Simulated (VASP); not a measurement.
SiC:

```xyz
2
Lattice="0.0000 1.9383 1.9383 1.9383 0.0000 1.9383 1.9383 1.9383 0.0000" Properties=species:S:1:pos:R:3 pbc="T T T"
Si    0.0000    0.0000    0.0000
C     1.9383    1.9383    1.9383
```

| Property | Result |
| --- | --- |
| Program | VASP 6.6.1 |
| Task | relaxation of cell and atoms |
| Functional | PBE |
| Potentials or basis | VASP PAW PBE potentials, release 64 (Si, C) |
| Cutoff | 600 eV |
| k mesh | 10 × 10 × 10 |
| Occupations | fermi-dirac, width 0.02 eV |
| Spin | no spin polarisation |

At the start: pressure 45.3 GPa; volume 7.28 Å³/atom.

Q: Where does the relaxation end?

A: Over 19 steps the energy falls by 132.2 meV/atom and the volume is 8.37 Å³/atom (+14.9 %); space group Fm-3m (No. 225, to 0.05 Å).

Step by step:
| step | energy change (eV) | largest force (eV/Å) | pressure (GPa) | volume (Å³) |
| --- | --- | --- | --- | --- |
| 1 | 0.0000 | 0.0000 | 45.27 | 14.56 |
| 2 | -0.0237 | 0.0000 | -26.76 | 19.35 |
| 3 | -0.2644 | 0.0000 | -0.31 | 16.78 |
| 4 | -0.2644 | 0.0000 | 0.13 | 16.73 |
| 5 | -0.2644 | 0.0000 | 0.13 | 16.73 |
| 6 | -0.2644 | 0.0000 | 0.13 | 16.73 |
| 7 | -0.2644 | 0.0000 | 0.13 | 16.73 |
| 8 | -0.2644 | 0.0000 | 0.13 | 16.73 |
| 9 | -0.2644 | 0.0000 | 0.13 | 16.73 |
| 10 | -0.2644 | 0.0000 | 0.13 | 16.73 |
| 11 | -0.2644 | 0.0000 | 0.13 | 16.73 |
| 12 | -0.2644 | 0.0000 | 0.13 | 16.73 |
| 13 | -0.2644 | 0.0000 | 0.13 | 16.73 |
| 14 | -0.2644 | 0.0000 | 0.13 | 16.73 |
| 15 | -0.2644 | 0.0000 | 0.13 | 16.73 |
| 16 | -0.2644 | 0.0000 | 0.13 | 16.73 |
| 17 | -0.2644 | 0.0000 | 0.12 | 16.73 |
| 18 | -0.2644 | 0.0000 | 0.11 | 16.73 |
| 19 | -0.2644 | 0.0000 | 0.09 | 16.74 |

Final structure:
```xyz
2
Lattice="0.0000 2.0302 2.0302 2.0302 0.0000 2.0302 2.0302 2.0302 0.0000" Properties=species:S:1:pos:R:3 pbc="T T T"
Si    2.0302    2.0302    0.0000
C     2.0302    2.0302    2.0302
```
